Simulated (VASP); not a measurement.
# SrO (P6_3mc) in VASP: further runs

Runs on SrO. Level: PBEsol. Tasks: single point.

Program: VASP 6.6.1. These are calculated values, not measurements. Logs are shortened: lines on timing, memory, paths and dates and some standing lists are left out, and cuts for length are marked.

### 1 The cell of the first run

Symmetry: P6_3mc, No. 186, hexagonal system. Conventional cell: a = 4.204 Å, b = 4.204 Å, c = 5.379 Å, α = 90.00°, β = 90.00°, γ = 120.00°. Sr (site symmetry 3m) has 5 O at 2.38 to 3.00 Å within 3.1 Å. O (site symmetry 3m) has 5 Sr at 2.38 to 3.00 Å within 3.1 Å.

### 2 Single point, PBEsol (strained)

The input, INCAR:

```
SYSTEM = SrO
PREC = Accurate
ENCUT = 520
EDIFF = 1E-6
ISMEAR = 0
SIGMA = 0.02
LREAL = .False.
LASPH = .True.
NELM = 80
ALGO = Normal
ISIF = 2
LWAVE = .False.
LCHARG = .True.
GGA = PS
LELF = .True.
LVHAR = .True.
NBANDS = 24
```

The input, KPOINTS:

```
Automatic mesh
0
Gamma
  9 9 6
  0 0 0
```

The input, POSCAR:

```
SrO
1.0
    4.2043652616      0.0000000000      0.0000000000
   -2.1021826308      3.6410871233      0.0000000000
    0.0000000000      0.0000000000      5.3791931447
Sr O
2 2
Direct
    0.3333333300      0.6666666700      0.9090330950
    0.6666666700      0.3333333300      0.4090330950
    0.3333333300      0.6666666700      0.4659669050
    0.6666666700      0.3333333300      0.9659669050
```

Potentials or basis: VASP PAW PBE potentials, release 64 (Sr_sv, O).

Run with:

```sh
> cat potpaw_PBE.64/Sr_sv/POTCAR potpaw_PBE.64/O/POTCAR > POTCAR
> mpirun -np 1 vasp_std > vasp.out
```

OUTCAR:

```text
SYSTEM = SrO
   PREC = Accurate
   ENCUT = 520
   EDIFF = 1E-6
   ISMEAR = 0
   LREAL = .False.
   LASPH = .True.
   NELM = 80
   ISIF = 2
   GGA = PS

 ion  position               nearest neighbor table
   1  0.333  0.667  0.909-   3 2.38   4 2.45   4 2.45   4 2.45   3 3.00   2 3.62   2 3.62   2 3.62
                             2 3.62   2 3.62   2 3.62
   2  0.667  0.333  0.409-   4 2.38   3 2.45   3 2.45   3 2.45   4 3.00   1 3.62   1 3.62   1 3.62
                             1 3.62   1 3.62   1 3.62
   3  0.333  0.667  0.466-   1 2.38   2 2.45   2 2.45   2 2.45   1 3.00
   4  0.667  0.333  0.966-   2 2.38   1 2.45   1 2.45   1 2.45   2 3.00

  LATTYP: Found a hexagonal cell.
 ALAT       =     4.2043652616
 C/A-ratio  =     1.2794304990

  Lattice vectors:

 A1 = (   4.2043652616,   0.0000000000,   0.0000000000)
 A2 = (  -2.1021826308,   3.6410871233,   0.0000000000)
 A3 = (   0.0000000000,   0.0000000000,   5.3791931447)

Analysis of symmetry for initial positions (statically):
=====================================================================
 Subroutine PRICEL returns:
 Original cell was already a primitive cell.

 Routine SETGRP: Setting up the symmetry group for a
 hexagonal supercell.

 Subroutine GETGRP returns: Found 12 space group operations
 (whereof  6 operations were pure point group operations)
 out of a pool of 24 trial point group operations.

The static configuration has the point symmetry C_3v.
 The point group associated with its full space group is C_6v.

Analysis of symmetry for dynamics (positions and initial velocities):
=====================================================================
 Subroutine PRICEL returns:
 Original cell was already a primitive cell.

 Routine SETGRP: Setting up the symmetry group for a
 hexagonal supercell.

 Subroutine GETGRP returns: Found 12 space group operations
 (whereof  6 operations were pure point group operations)
 out of a pool of 24 trial point group operations.

The dynamic configuration has the point symmetry C_3v.
 The point group associated with its full space group is C_6v.

 Subroutine INISYM returns: Found 12 space group operations
 (whereof  6 operations are pure point group operations),
 and found     1 'primitive' translations

----------------------------------------------------------------------------------------

                                     Primitive cell

  volume of cell :      82.3472

  direct lattice vectors                    reciprocal lattice vectors
     4.204365262  0.000000000  0.000000000     0.237848031  0.137321625  0.000000000
    -2.102182631  3.641087123  0.000000000     0.000000000  0.274643250  0.000000000
     0.000000000  0.000000000  5.379193145     0.000000000  0.000000000  0.185901486

  length of vectors
     4.204365262  4.204365262  5.379193145     0.274643250  0.274643250  0.185901486

  position of ions in fractional coordinates (direct lattice)
     0.333333330  0.666666670  0.909033095
     0.666666670  0.333333330  0.409033095
     0.333333330  0.666666670  0.465966905
     0.666666670  0.333333330  0.965966905

  ion indices of the primitive-cell ions
   primitive index   ion index
                 1           1
                 2           2
                 3           3
                 4           4

----------------------------------------------------------------------------------------

 KPOINTS: Automatic mesh

Automatic generation of k-mesh.
 Grid dimensions read from file:
 generate k-points for:    9    9    6

 Generating k-lattice:

  Cartesian coordinates                     Fractional coordinates (reciprocal lattice)
     0.026427559  0.015257958  0.000000000     0.111111111  0.000000000  0.000000000
     0.000000000  0.030515917  0.000000000     0.000000000  0.111111111  0.000000000
     0.000000000  0.000000000  0.030983581     0.000000000  0.000000000  0.166666667

  Length of vectors
     0.030515917  0.030515917  0.030983581

  Shift w.r.t. Gamma in fractional coordinates (k-lattice)
     0.000000000  0.000000000  0.000000000

 Subroutine IBZKPT returns following result:
 ===========================================

 Found     48 irreducible k-points:

 Following reciprocal coordinates:
            Coordinates               Weight
  0.000000  0.000000  0.000000      1.000000
  0.111111  0.000000  0.000000      6.000000
  0.222222 -0.000000  0.000000      6.000000
  0.333333  0.000000  0.000000      6.000000
  0.444444 -0.000000  0.000000      6.000000
  0.111111  0.111111  0.000000      6.000000
[... 16 lines left out ...]
  0.333333  0.222222  0.166667     24.000000
  0.333333  0.333333  0.166667      4.000000
 [... further k-points ...]
   k-points           NKPTS =     48   k-points in BZ     NKDIM =     48   number of bands    NBANDS=     24
   number of dos      NEDOS =    301   number of ions     NIONS =      4
   total plane-waves  NPLWV =  40960
   dimension x,y,z NGX =    32 NGY =   32 NGZ =   40
   dimension x,y,z NGXF=    64 NGYF=   64 NGZF=   80
   ions per type =               2   2
   NGX,Y,Z   is equivalent  to a cutoff of  12.65, 12.65, 12.36 a.u.
   NGXF,Y,Z  is equivalent  to a cutoff of  25.31, 25.31, 24.72 a.u.
 SYSTEM =  SrO
   PREC   = accura    normal or accurate (medium, high low for compatibility)
   ISTART =      0    job   : 0-new  1-cont  2-samecut
   ICHARG =      2    charge: 1-file 2-atom 10-const
   ISPIN  =      1    spin polarized calculation?
   LNONCOLLINEAR =      F non collinear calculations
   LSORBIT =      F    spin-orbit coupling
   LASPH  =      T    aspherical Exc in radial PAW
   ENCUT  =  520.0 eV  38.22 Ry    6.18 a.u.   7.82  7.82 10.00*2*pi/ulx,y,z
   NELM   =     80;   NELMIN=  2; NELMDL= -5     # of ELM steps
   EDIFF  = 0.1E-05   stopping-criterion for ELM
   LREAL  =      F    real-space projection
   EDIFFG = 0.1E-04   stopping-criterion for IOM
   NSW    =      0    number of steps for IOM
   IBRION =     -1    ionic relax: 0-MD 1-quasi-New 2-CG
   NFREE  =      0    steps in history (QN), initial steepest desc. (CG)
   ISIF   =      2    stress and relaxation
   ISYM   =      2    0-nonsym 1-usesym 2-fastsym
   POTIM  = 0.5000    time-step for ionic-motion
   TEBEG  =    0.0;   TEEND  =   0.0 temperature during run
   PSTRESS=    0.0 pullay stress
   NELECT =      32.0000    total number of electrons
   NUPDOWN=      -1.0000    fix difference up-down
   EMIN   =  10.00;   EMAX   =-10.00  energy-range for DOS
   EFERMI =   0.00;   METHOD = LEGACY
   ISMEAR =     0;   SIGMA  =   0.02  broadening in eV -4-tet -1-fermi 0-gaus
   EFERMI_NEDOS =   21; number of points for ismear=-14 and -15
   IALGO  =     38    algorithm
   IMIX   =      4    mixing-type and parameters
     AMIX     =   0.40;   BMIX     =  1.00
     AMIX_MAG =   1.60;   BMIX_MAG =  1.00
  volume/ion in A,a.u.               =      20.59       138.93
  Fermi-wavevector in a.u.,A,eV,Ry     =   1.194653  2.257568 19.418192  1.427197
  Thomas-Fermi vector in A             =   2.330638
   LORBIT       =      0    0 simple, 1 ext, 2 COOP (PROOUT), +10 PAW based schemes
   GGA     = PS    functional components
   LHFCALC =     F    Hartree Fock is set to
   AEXX    =    0.0000 exact exchange contribution
   IVDW    =     0    specifies the selected vdW correction
   LEPSILON=     F    determine dielectric tensor
   LRPA    =     F    only Hartree local field effects (RPA)
 non-spin polarized calculation
 Gauss-broadening in eV      SIGMA  =   0.02
  energy-cutoff  :      520.00
  volume of cell :       82.35
 maximum number of plane-waves:      2238
 NGX is ok and might be reduce to    32
   NGX = 15   NGY = 15   NGZ = 21

 number of electron      32.0000005 magnetization

 Free energy of the ion-electron system (eV)
  ---------------------------------------------------
  ext. energy  EPLUGINS =         0.00000000
  ---------------------------------------------------
  free energy    TOTEN  =       -24.83995556 eV

  energy without entropy =      -24.83995556  energy(sigma->0) =      -24.83995556

 E-fermi :   0.4576     XC(G=0):  -9.1261

 val. band max:        0.2596921821   @ k =   0.0000   0.0000   0.0000
 cond. band min:       3.0327538246   @ k =   0.0000   0.0000   0.0000
 fundamental gap:      2.7730616425
 Fermi energy:         0.4575563467

 k-point     1 :       0.0000    0.0000    0.0000
  band No.  band energies     occupation
      1     -31.6821      2.00000
      2     -31.5335      2.00000
      3     -15.2078      2.00000
      4     -14.5283      2.00000
      5     -13.8121      2.00000
      6     -13.8121      2.00000
[... 16 lines left out ...]
     23       9.3124      0.00000
     24       9.3135      0.00000

 k-point     2 :       0.1111    0.0000    0.0000
  band No.  band energies     occupation
      1     -31.6756      2.00000
      2     -31.5349      2.00000
      3     -15.2657      2.00000
      4     -14.7245      2.00000
      5     -13.9541      2.00000
      6     -13.8302      2.00000
[... 16 lines left out ...]
     23       9.3348      0.00000
     24       9.5023      0.00000

 k-point     3 :       0.2222   -0.0000    0.0000
  band No.  band energies     occupation
      1     -31.6579      2.00000
      2     -31.5395      2.00000
      3     -15.4148      2.00000
      4     -15.0710      2.00000
      5     -14.0606      2.00000
      6     -13.8734      2.00000
[... 16 lines left out ...]
     23       9.3493      0.00000
     24       9.4097      0.00000

 k-point     4 :       0.3333    0.0000    0.0000
  band No.  band energies     occupation
      1     -31.6342      2.00000
      2     -31.5483      2.00000
      3     -15.5776      2.00000
      4     -15.3629      2.00000
      5     -14.0536      2.00000
      6     -13.9191      2.00000
[... 16 lines left out ...]
     23       9.1598      0.00000
     24       9.3491      0.00000

 k-point     5 :       0.4444   -0.0000    0.0000
  band No.  band energies     occupation
      1     -31.6139      2.00000
      2     -31.5589      2.00000
      3     -15.6760      2.00000
      4     -15.5256      2.00000
      5     -14.0013      2.00000
      6     -13.9475      2.00000
[... 16 lines left out ...]
     23       8.9465      0.00000
     24       9.7630      0.00000

 k-point     6 :       0.1111    0.1111    0.0000
  band No.  band energies     occupation
      1     -31.6635      2.00000
      2     -31.5379      2.00000
      3     -15.3691      2.00000
      4     -14.9789      2.00000
      5     -14.0420      2.00000
      6     -13.8662      2.00000
[... 16 lines left out ...]
     23       9.2337      0.00000
     24       9.5327      0.00000
[... 379 lines left out ...]
 k-point    21 :       0.4444    0.1111    0.1667
  band No.  band energies     occupation
      1     -31.6037      2.00000
      2     -31.5661      2.00000
      3     -15.7478      2.00000
      4     -15.6435      2.00000
      5     -13.9766      2.00000
      6     -13.8581      2.00000
[... 16 lines left out ...]
     23       9.1993      0.00000
     24       9.7867      0.00000

 k-point    22 :       0.2222    0.2222    0.1667
  band No.  band energies     occupation
      1     -31.6168      2.00000
      2     -31.5588      2.00000
      3     -15.6849      2.00000
      4     -15.5520      2.00000
      5     -13.9818      2.00000
      6     -13.8973      2.00000
[... 16 lines left out ...]
     23       9.4503      0.00000
     24       9.8135      0.00000

 k-point    23 :       0.3333    0.2222    0.1667
  band No.  band energies     occupation
      1     -31.5987      2.00000
      2     -31.5694      2.00000
      3     -15.7406      2.00000
      4     -15.6702      2.00000
      5     -14.0367      2.00000
      6     -13.8248      2.00000
[... 16 lines left out ...]
     23       9.4337      0.00000
     24       9.8649      0.00000

 k-point    24 :       0.3333    0.3333    0.1667
  band No.  band energies     occupation
      1     -31.5827      2.00000
      2     -31.5827      2.00000
      3     -15.7304      2.00000
      4     -15.7304      2.00000
      5     -14.0728      2.00000
      6     -13.7411      2.00000
[... 16 lines left out ...]
     23       8.9813      0.00000
     24      10.3003      0.00000

 [... further k-points ...]
[... 5 lines left out ...]
  --------------------------------------------------------------------------------------
  -------------------------------------------------------------------------------------
  Total       -0.4695657     -0.4695657      0.1901643     -0.0000000      0.0000000     -0.0000000
  in kB       -9.1360465     -9.1360465      3.6999082     -0.0000000      0.0000000     -0.0000000
  external PRESSURE =      -4.8573949 kB  Pullay stress =       0.0000000 kB

 VOLUME and BASIS-vectors are now :
 -----------------------------------------------------------------------------
  energy-cutoff  :      520.00
  volume of cell :       82.35
      direct lattice vectors                 reciprocal lattice vectors
     4.204365262  0.000000000  0.000000000     0.237848031  0.137321625  0.000000000
    -2.102182631  3.641087123  0.000000000     0.000000000  0.274643250  0.000000000
     0.000000000  0.000000000  5.379193145     0.000000000  0.000000000  0.185901486

 POSITION                                       TOTAL-FORCE (eV/Angst)
 -----------------------------------------------------------------------------------
     -0.00000      2.42739      4.88986         0.000000      0.000000      0.409255
      2.10218      1.21370      2.20027         0.000000     -0.000000      0.409255
     -0.00000      2.42739      2.50653         0.000000      0.000000     -0.409255
      2.10218      1.21370      5.19612        -0.000000      0.000000     -0.409255
 -----------------------------------------------------------------------------------
    total drift:                               -0.000030      0.000017      0.000660

  FREE ENERGIE OF THE ION-ELECTRON SYSTEM (eV)
  ---------------------------------------------------
  free  energy   TOTEN  =       -24.8399555617 eV

  energy  without entropy=      -24.8399555617  energy(sigma->0) =      -24.83995556
```

Run time: 49 s. Hardware: 1 thread of Intel Xeon Platinum 8488C (Sapphire Rapids), shared host; peak memory 0.24 GiB.

What came out:

```
Free energy            : -24.8400 eV
Pressure               : -0.5 GPa
Largest force          : 0.409 eV/Å
Band gap on the k mesh : 2.77 eV
```

Forces in eV/Å, atoms in the order of the input:
```
Sr   0.000  0.000  0.409
Sr   0.000  0.000  0.409
O    0.000  0.000 -0.409
O    0.000  0.000 -0.409
```

Stress tensor (GPa, compression positive):
```
-0.91  0.00  0.00
 0.00 -0.91  0.00
 0.00  0.00  0.37
```

Levels at points of the mesh, in eV from the valence-band top:
| k point | band 13 | band 14 | band 15 | band 16 | band 17 | band 18 | band 19 | band 20 |
| --- | --- | --- | --- | --- | --- | --- | --- | --- |
| (0.00, 0.00, 0.00) | -0.61 | -0.61 | -0.16 | 0.00 | 2.77 | 6.40 | 6.40 | 6.99 |
| (0.00, 0.00, 0.50) | -0.82 | -0.82 | -0.82 | -0.82 | 4.51 | 4.51 | 8.04 | 8.04 |

Caveat: the cell differs from its parent crystal (strained); the PAW data sets were made with another functional, which shifts forces and pressure a little; an odd mesh through Γ misses points on the zone boundary, where band edges can lie.

### 3 Single point, PBEsol (strained)

The input, INCAR:

```
SYSTEM = SrO
ALGO = Normal
EDIFF = 1E-7
ENCUT = 520
GGA = PS
ISIF = 2
ISMEAR = 0
LASPH = .TRUE.
LCHARG = .FALSE.
LREAL = .FALSE.
LWAVE = .FALSE.
NBANDS = 24
NELM = 60
PREC = Accurate
SIGMA = 0.02
```

The input, KPOINTS:

```
k-points
0
G
  9 9 6
  0 0 0
```

The input, POSCAR:

```
SrO
1.0
    4.2088545012      0.0000000000      0.0000000000
   -2.1044272506      3.6449749188      0.0000000000
    0.0000000000      0.0000000000      5.3846065195
Sr O
2 2
Direct
    0.3333333300      0.6666666700      0.9497655420
    0.6666666700      0.3333333300      0.4497655420
    0.3333333300      0.6666666700      0.4252344580
    0.6666666700      0.3333333300      0.9252344580
```

Potentials or basis: VASP PAW PBE potentials, release 64 (Sr_sv, O).

Run with:

```sh
> cat potpaw_PBE.64/Sr_sv/POTCAR potpaw_PBE.64/O/POTCAR > POTCAR
> mpirun -np 1 vasp_std > vasp.out
```

Run time: 58 s. Hardware: 1 thread of Intel Xeon Platinum 8488C (Sapphire Rapids), shared host; peak memory 0.23 GiB.

The run converged. Its results:

```yaml
Free_energy: -24.9028 eV
Pressure: -1.8 GPa
Largest_force: 0.046 eV/Å
Band_gap_on_the_k_mesh: 2.57 eV (least direct gap 2.63 eV)
```

Forces on the atoms (eV/Å):
```
Sr   0.000  0.000 -0.046
Sr   0.000  0.000 -0.046
O    0.000  0.000  0.046
O    0.000  0.000  0.046
```

Stress tensor (GPa, compression positive):
```
-0.47  0.00  0.00
 0.00 -0.47  0.00
 0.00  0.00 -4.53
```

Levels at points of the mesh, in eV from the valence-band top:
| k point | band 14 | band 15 | band 16 | band 17 | band 18 | band 19 |
| --- | --- | --- | --- | --- | --- | --- |
| (0.00, 0.00, 0.00) | -0.83 | -0.45 | -0.06 | 2.57 | 6.26 | 6.26 |
| (0.00, 0.00, 0.50) | -1.00 | -1.00 | -1.00 | 4.34 | 4.34 | 7.85 |

Caveat: the cell differs from its parent crystal (strained); the PAW data sets were made with another functional, which shifts forces and pressure a little; an odd mesh through Γ misses points on the zone boundary, where band edges can lie.
